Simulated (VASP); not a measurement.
Write the native input for VASP 6.6.1 that does the following.

| Quantity | Value |
| --- | --- |
| Task | single point |
| Functional | revPBE |
| Potentials or basis | VASP PAW PBE potentials, release 64 (Co) |
| Cutoff | 520 eV |
| k mesh | 13 × 13 × 7 |
| Occupations | fermi-dirac, width 0.3 eV |
| Spin | collinear spin, ferromagnetic start |
| Starting moments | [3.2, 3.2] μB |
| Dipole correction | no |
| Further INCAR settings | ALGO = Normal; EDIFF = 1e-06; NBANDS = 20 |

The structure of Co lies in POSCAR:

```
Co
1.0
    2.5883391615      0.0000000000      0.0000000000
   -1.2941695807      2.2415673669      0.0000000000
    0.0000000000      0.0000000000      4.2012768419
Co
2
Direct
    0.3333333333      0.6666666667      0.2500000000
    0.6666666667      0.3333333333      0.7500000000
```

These files were run (other wordings do the same):

INCAR

```
SYSTEM = Co
  PREC = Accurate
  ENCUT = 520
  EDIFF = 1E-6
  ISMEAR = -1
  SIGMA = 0.3
  LREAL = .False.
  LASPH = .True.
  NELM = 150
  ALGO = Normal
  ISIF = 2
  LWAVE = .False.
  LCHARG = .False.
  ISPIN = 2
  MAGMOM = 3.2 3.2
  LORBIT = 11
  LMAXMIX = 4
  GGA = RE
  NBANDS = 20
```

KPOINTS

```
Automatic mesh
0
Gamma
  13 13 7
  0 0 0
```

Potentials or basis: VASP PAW PBE potentials, release 64 (Co).

The run is started by

```console
$ cat potpaw_PBE.64/Co/POTCAR > POTCAR
$ mpirun -np 1 vasp_std > vasp.out
```

It gave:

| Item | Value |
| --- | --- |
| Pressure | -12.7 GPa |
| Net moment | 3.20 μB per cell |
| Site moments | Co +1.63 μB |
| Valence electrons inside the program's atomic spheres | Co 8.07 |

Caveat: the cell stands under tension; so wide a smearing shifts energies and pressures; the PAW data sets were made with another functional, which shifts forces and pressure a little.

Run time: 35 s on 1 thread of AMD EPYC 9R45 96-Core Processor (Zen 5), on a shared host, peak memory 0.15 GiB.
